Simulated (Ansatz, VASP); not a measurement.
## One calculation of Al2O3, two programs

```xyz
10
Lattice="5.1886 0.0000 0.0000 2.9552 4.2647 0.0000 2.9552 1.5476 3.9740" Properties=species:S:1:pos:R:3 pbc="T T T"
Al    3.9402    2.0634    1.4108
Al    1.6094    0.8428    0.5762
Al    7.1589    3.7490    2.5633
Al    9.4897    4.9695    3.3978
O     6.4067    4.4256    0.9935
O     5.7300    3.8240    3.7634
O     7.2867    1.9220    2.1976
O     4.6924    1.3867    2.9805
O     5.3691    1.9884    0.2106
O     3.8124    3.8903    1.7764
```

Alike in both runs: task single point; functional r2SCAN; k mesh 7 × 7 × 7; no spin polarisation.

|  | VASP | Ansatz |
| --- | --- | --- |
| version | VASP 6.6.1 | Ansatz 0.2.0 |
| potentials or method | VASP PAW PBE potentials, release 64 (Al, O), cutoff 520 eV | PAW plane waves |
| occupations | fermi-dirac, width 0.1 eV | fermi-dirac |
| valence electrons in the cell | 48 | 48 |

|  | VASP | Ansatz | Ansatz less VASP |
| --- | --- | --- | --- |
| gap on the k mesh at the Fermi level (eV) | 6.66 | 6.65 | -0.015 |
| pressure (GPa) | -8.3 | -7.8 | +0.50 |
| traceless stress, the component that is largest in VASP (GPa) | -0.98 | -0.94 | +0.045 |
| rms of the force components (eV/Å) | 0.249 | 0.244 | -0.0052 |

VASP's potentials were made for PBE, not for r2SCAN. Atom by atom the forces differ by 0.011 eV/Å (rms over components). Ansatz's warnings: structure snapped to symmetry.
